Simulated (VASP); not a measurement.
The system is SiC.

```
Si C
1.0
     0.00000    2.09174    2.09174
     2.09174    0.00000    2.09174
     2.09174    2.09174    0.00000
Si C
1 1
Direct
  0.00000 0.00000 0.00000
  0.25000 0.25000 0.25000
```

```yaml
Program: VASP 6.6.1
Task: relaxation of cell and atoms
Functional: PBE
Potentials_or_basis: VASP PAW PBE potentials, release 64 (Si, C)
Cutoff: 600 eV
k_mesh: 10 × 10 × 10
Occupations: fermi-dirac, width 0.02 eV
Spin: no spin polarisation
```

At the start: pressure 37.9 GPa; volume 9.15 Å³/atom.

**Question.** Where does the relaxation end?

**Answer.** Over 17 steps the energy falls by 142.1 meV/atom and the volume is 10.50 Å³/atom (+14.7 %); space group F-43m (No. 216, to 0.05 Å).

The path:
| step | energy change (eV) | largest force (eV/Å) | pressure (GPa) | volume (Å³) |
| --- | --- | --- | --- | --- |
| 1 | 0.0000 | 0.0000 | 37.86 | 18.30 |
| 2 | 0.0382 | 0.0000 | -24.69 | 24.65 |
| 3 | -0.2840 | 0.0000 | -0.84 | 21.08 |
| 4 | -0.2842 | 0.0000 | -0.12 | 21.01 |
| 5 | -0.2841 | 0.0000 | 0.45 | 20.95 |
| 6 | -0.2841 | 0.0000 | 0.44 | 20.95 |
| 7 | -0.2841 | 0.0000 | 0.42 | 20.95 |
| 8 | -0.2841 | 0.0000 | 0.41 | 20.95 |
| 9 | -0.2841 | 0.0000 | 0.41 | 20.95 |
| 10 | -0.2841 | 0.0000 | 0.41 | 20.95 |
| 11 | -0.2841 | 0.0000 | 0.40 | 20.95 |
| 12 | -0.2841 | 0.0000 | 0.40 | 20.95 |
| 13 | -0.2842 | 0.0000 | 0.39 | 20.96 |
| 14 | -0.2842 | 0.0000 | 0.37 | 20.96 |
| 15 | -0.2842 | 0.0000 | 0.32 | 20.96 |
| 16 | -0.2842 | 0.0000 | 0.22 | 20.97 |
| 17 | -0.2842 | 0.0000 | 0.01 | 20.99 |

Final structure:
```
Si C
1.0
     0.00000    2.18950    2.18950
     2.18950    0.00000    2.18950
     2.18950    2.18950    0.00000
Si C
1 1
Direct
  0.00000 0.00000 0.00000
  0.25000 0.25000 0.25000
```
